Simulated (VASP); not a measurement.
# Ti2Al3Ru (P6/mmm) in VASP: notebook, part 2 of 2

VASP 6.6.1.

## 3. Single point, PBE, collinear spin

This run uses another cell than the first one, of 27.63 Å³/atom.

Contents of INCAR:

```
SYSTEM = Ti2Al3Ru
PREC = Accurate ; ENCUT = 520
EDIFF = 1E-6 ; ISMEAR = 0
SIGMA = 0.1 ; LREAL = .FALSE.
LASPH = .TRUE. ; NELM = 150
ALGO = Normal ; ISIF = 2
LWAVE = .FALSE. ; LCHARG = .FALSE.
ISPIN = 2 ; MAGMOM = 0.58 0.58 0 0 0 0
LORBIT = 11 ; LMAXMIX = 4
GGA = PE ; NBANDS = 36
```

Contents of KPOINTS:

```
regular mesh
0
G
  12 12 4
  0 0 0
```

Contents of POSCAR:

```
Ti2Al3Ru
1.0
    4.3728157907      0.0000000000      0.0000000000
   -2.1864078953      3.7869695608      0.0000000000
    0.0000000000      0.0000000000     10.0097307401
Ti Al Ru
2 3 1
Direct
    0.0000000000      0.0000000000      0.7747101513
    0.0000000000      0.0000000000      0.2252898487
    0.3333333333      0.6666666667      0.0000000000
    0.6666666667      0.3333333333      0.0000000000
    0.0000000000      0.0000000000      0.5000000000
    0.0000000000      0.0000000000      0.0000000000
```

Potentials or basis: VASP PAW PBE potentials, release 64 (Ti_sv, Al, Ru_pv).

Launch:

```console
cat potpaw_PBE.64/Ti_sv/POTCAR potpaw_PBE.64/Al/POTCAR potpaw_PBE.64/Ru_pv/POTCAR > POTCAR
mpirun -np 1 vasp_std > vasp.out
```

OUTCAR:

```text
SYSTEM = Ti2Al3Ru
   PREC = Accurate
   ENCUT = 520
   EDIFF = 1E-6
   ISMEAR = 0
   LREAL = .FALSE.
   LASPH = .TRUE.
   NELM = 150
   ISIF = 2
   ISPIN = 2
   LORBIT = 11
   GGA = PE

 ion  position               nearest neighbor table
   1  0.000  0.000  0.775-   6 2.26   5 2.75
   2  0.000  0.000  0.225-   6 2.26   5 2.75
   3  0.333  0.667  0.000-   6 2.52   4 2.52   4 2.52   6 2.52   6 2.52   4 2.52
   4  0.667  0.333  0.000-   6 2.52   3 2.52   3 2.52   6 2.52   6 2.52   3 2.52
   5  0.000  0.000  0.500-   1 2.75   2 2.75
   6  0.000  0.000  0.000-   1 2.26   2 2.26   3 2.52   4 2.52   3 2.52   4 2.52   4 2.52   3 2.52

  LATTYP: Found a hexagonal cell.
 ALAT       =     4.3728157907
 C/A-ratio  =     2.2890812738

  Lattice vectors:

 A1 = (   4.3728157907,   0.0000000000,   0.0000000000)
 A2 = (  -2.1864078953,   3.7869695608,   0.0000000000)
 A3 = (   0.0000000000,   0.0000000000,  10.0097307401)

Analysis of symmetry for initial positions (statically):
=====================================================================
 Subroutine PRICEL returns:
 Original cell was already a primitive cell.

 Routine SETGRP: Setting up the symmetry group for a
 hexagonal supercell.

 Subroutine GETGRP returns: Found 24 space group operations
 (whereof 24 operations were pure point group operations)
 out of a pool of 24 trial point group operations.

The static configuration has the point symmetry D_6h.

Analysis of symmetry for dynamics (positions and initial velocities):
=====================================================================
 Subroutine PRICEL returns:
 Original cell was already a primitive cell.

 Routine SETGRP: Setting up the symmetry group for a
 hexagonal supercell.

 Subroutine GETGRP returns: Found 24 space group operations
 (whereof 24 operations were pure point group operations)
 out of a pool of 24 trial point group operations.

The dynamic configuration has the point symmetry D_6h.
[... 176 lines left out ...]

 spin component 1

 k-point     1 :       0.0000    0.0000    0.0000
  band No.  band energies     occupation
      1     -54.0957      1.00000
      2     -54.0884      1.00000
      3     -39.2231      1.00000
      4     -38.7821      1.00000
      5     -38.7821      1.00000
      6     -30.4411      1.00000
[... 901 lines left out ...]
     34       6.5622      0.00000
     35       7.1870      0.00000

 [... further k-points ...]

 spin component 2

 k-point     1 :       0.0000    0.0000    0.0000
  band No.  band energies     occupation
      1     -53.3610      1.00000
      2     -53.3530      1.00000
      3     -39.2797      1.00000
      4     -38.8150      1.00000
      5     -38.8150      1.00000
      6     -29.6606      1.00000
[... 901 lines left out ...]
     34       6.9142      0.00000
     35       7.2874      0.00000

 [... further k-points ...]

 [bands above 35 left out]

------------------------ aborting loop because EDIFF is reached ----------------------------------------

  FORCE on cell =-STRESS in cart. coord.  units (eV):
  Direction    XX          YY          ZZ          XY          YZ          ZX
  --------------------------------------------------------------------------------------
  -------------------------------------------------------------------------------------
  Total       -0.0278097     -0.0278097      0.3660307     -0.0000000      0.0000000     -0.0000000
  in kB       -0.2688009     -0.2688009      3.5379579     -0.0000000      0.0000000     -0.0000000
  external PRESSURE =       1.0001187 kB  Pullay stress =       0.0000000 kB

 VOLUME and BASIS-vectors are now :
 -----------------------------------------------------------------------------
  energy-cutoff  :      520.00
  volume of cell :      165.76
      direct lattice vectors                 reciprocal lattice vectors
     4.372815791  0.000000000  0.000000000     0.228685599  0.132031692  0.000000000
    -2.186407895  3.786969561  0.000000000     0.000000000  0.264063385  0.000000000
     0.000000000  0.000000000 10.009730740     0.000000000  0.000000000  0.099902787

 POSITION                                       TOTAL-FORCE (eV/Angst)
 -----------------------------------------------------------------------------------
      0.00000      0.00000      7.75464         0.000000      0.000000     -0.085046
      0.00000      0.00000      2.25509         0.000000     -0.000000      0.085046
     -0.00000      2.52465      0.00000        -0.000000      0.000000      0.000000
      2.18641      1.26232      0.00000         0.000000      0.000000      0.000000
      0.00000      0.00000      5.00487        -0.000000      0.000000      0.000000
      0.00000      0.00000      0.00000        -0.000000      0.000000      0.000000
 -----------------------------------------------------------------------------------
    total drift:                                0.000000     -0.000000      0.000000

  FREE ENERGIE OF THE ION-ELECTRON SYSTEM (eV)
  ---------------------------------------------------
  free  energy   TOTEN  =       -31.9293243740 eV

  energy  without entropy=      -31.8963346483  energy(sigma->0) =      -31.91282951

 total charge

# of ion       s       p       d       tot
------------------------------------------
    1        2.192   6.044   1.932  10.168
    2        2.192   6.044   1.932  10.168
    3        0.405   0.414   0.000   0.819
    4        0.405   0.414   0.000   0.819
    5        0.546   0.226   0.000   0.772
    6        0.466   6.306   6.358  13.130
--------------------------------------------------
tot          6.206  19.448  10.222  35.876

 magnetization (x)

# of ion       s       p       d       tot
------------------------------------------
    1        0.009   0.008   0.728   0.745
    2        0.009   0.008   0.728   0.745
    3       -0.002  -0.008   0.000  -0.010
    4       -0.002  -0.008   0.000  -0.010
    5       -0.001  -0.003   0.000  -0.004
    6        0.001  -0.006  -0.056  -0.061
--------------------------------------------------
tot          0.013  -0.008   1.400   1.405
```

stdout:

```text
POSCAR found type information on POSCAR TiAlRu
 POSCAR found :  3 types and       6 ions
 scaLAPACK will be used
 LDA part: xc-table for (Slater+PW92), standard interpolation
 POSCAR, INCAR and KPOINTS ok, starting setup
 FFT: planning ... GRIDC
 FFT: planning ... GRID_SOFT
 FFT: planning ... GRID
 WAVECAR not read
 entering main loop
```

It took 10 min on 1 thread of Intel Xeon 6975P-C (Granite Rapids), shared host; peak memory 0.74 GiB.

What came out:

| Item | Value |
| --- | --- |
| Free energy | -31.9293 eV |
| Pressure | 0.1 GPa |
| Largest force | 0.085 eV/Å |
| Net moment | 1.98 μB per cell |
| Site moments | Ti +0.74; Al -0.01, -0.00 (each value once); Ru -0.06 μB |
| Valence electrons inside the program's atomic spheres | Ti 10.17; Al 0.82, 0.77 (each value once); Ru 13.13 |

Forces on the atoms (eV/Å):
```
Ti   0.000  0.000 -0.085
Ti   0.000  0.000  0.085
Al   0.000  0.000  0.000
Al   0.000  0.000  0.000
Al   0.000  0.000  0.000
Ru   0.000  0.000  0.000
```

Stress tensor (GPa, compression positive):
```
-0.03  0.00  0.00
 0.00 -0.03  0.00
 0.00  0.00  0.35
```

Levels at points of the mesh, in eV from the Fermi level:
Spin up:
```tsv
k point	band 22	band 23	band 24	band 25	band 26	band 27	band 28	band 29
(0.00, 0.00, 0.00)	-0.33	-0.33	-0.08	-0.08	0.19	0.19	0.49	1.57
(0.50, 0.00, 0.00)	-1.11	-0.68	-0.29	-0.12	0.47	0.52	0.60	0.81
(0.00, 0.00, 0.50)	-0.28	-0.09	-0.09	0.05	0.20	0.20	0.23	1.36
(0.50, 0.00, 0.50)	-1.17	-0.39	-0.01	0.36	0.47	0.60	0.73	0.75
```
Spin down:
| k point | band 21 | band 22 | band 23 | band 24 | band 25 | band 26 |
| --- | --- | --- | --- | --- | --- | --- |
| (0.00, 0.00, 0.00) | -0.31 | 0.05 | 0.05 | 0.73 | 0.73 | 0.98 |
| (0.50, 0.00, 0.00) | -1.33 | -0.97 | -0.20 | 0.34 | 0.42 | 0.91 |
| (0.00, 0.00, 0.50) | 0.11 | 0.11 | 0.40 | 0.72 | 0.72 | 0.79 |
| (0.50, 0.00, 0.50) | -1.01 | -0.86 | 0.18 | 0.51 | 0.66 | 1.23 |
